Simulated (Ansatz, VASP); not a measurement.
# TaH5 in VASP and in Ansatz

Contents of INCAR:

```
SYSTEM = TaH5
  PREC = Accurate
  ENCUT = 600
  EDIFF = 1E-6
  ISMEAR = 0
  SIGMA = 0.1
  LREAL = .FALSE.
  LASPH = .TRUE.
  NELM = 80
  ALGO = Normal
  ISIF = 3
  LWAVE = .FALSE.
  LCHARG = .FALSE.
  GGA = PE
  IBRION = 2
  NSW = 100
  EDIFFG = -0.01
```

Contents of KPOINTS:

```
regular mesh
0
G
  12 12 12
  0 0 0
```

File POSCAR:

```
TaH5
1.0
    2.5399621717      1.4664478435      2.0148700992
   -2.5399621717      1.4664478435      2.0148700992
    0.0000000000     -2.9328956871      2.0148700992
Ta H
1 5
Direct
    0.6907158516      0.6907158516      0.6907158516
    0.5755922308      0.1803405857      0.5755922308
    0.5755922308      0.5755922308      0.1803405857
    0.1803405857      0.5755922308      0.5755922308
    0.1417281651      0.1417281651      0.1417281651
    0.0102824261      0.0102824261      0.0102824261
```

Input for Ansatz:

```yaml
crystal:
  lattice:
    - [2.5399621717, 1.4664478435, 2.0148700992]
    - [-2.5399621717, 1.4664478435, 2.0148700992]
    - [0.0, -2.9328956871, 2.0148700992]
  atoms:
    - { symbol: Ta, position: [0.6907158516, 0.6907158516, 0.6907158516] }
    - { symbol: H, position: [0.5755922308, 0.1803405857, 0.5755922308] }
    - { symbol: H, position: [0.5755922308, 0.5755922308, 0.1803405857] }
    - { symbol: H, position: [0.1803405857, 0.5755922308, 0.5755922308] }
    - { symbol: H, position: [0.1417281651, 0.1417281651, 0.1417281651] }
    - { symbol: H, position: [0.0102824261, 0.0102824261, 0.0102824261] }
basis:
  ecutwfc: 420
kpoints:
  mp_grid: { grid: [12, 12, 12] }
hamiltonian:
  xc: pbe
scf:
  occupations: { method: gaussian, width: 0.1 }
output:
  forces: true
  stress: true
  eigenvalues: true
relax:
  adjacent_minimum: "off"
  f_tol: 0.01
  max_steps: 80
  cell: { stress_tol: 0.05 }
```

Alike in both runs: task relaxation of cell and atoms; functional PBE; k mesh 12 × 12 × 12; occupations gaussian, width 0.1 eV; no spin polarisation.

|  | VASP | Ansatz |
| --- | --- | --- |
| version | VASP 6.6.1 | Ansatz 0.2.0 |
| potentials or method | VASP PAW PBE potentials, release 64 (Ta_pv, H), cutoff 600 eV | scalar-relativistic, plane waves, PAW |
| valence electrons in the cell | 16 | 18 |

Ansatz gave:

```
gap on the k mesh at the Fermi level, each at its own relaxed structure (eV) : none
relaxed volume (Å³/atom)                                                     : 7.55
relaxed cell length with the largest relative difference (Å)                 : 3.566
```

Problem. Which values does VASP return?

Solution. gap on the k mesh at the Fermi level, each at its own relaxed structure (eV): none; relaxed volume (Å³/atom): 7.56; relaxed cell length with the largest relative difference (Å): 3.566.

A gap of «none» marks a metal or a gap that the smearing closes. VASP's potentials hold 16 valence electrons a cell and Ansatz's 18, so a difference there can come from the potentials and not from the codes.

Neither program's run includes spin-orbit coupling.
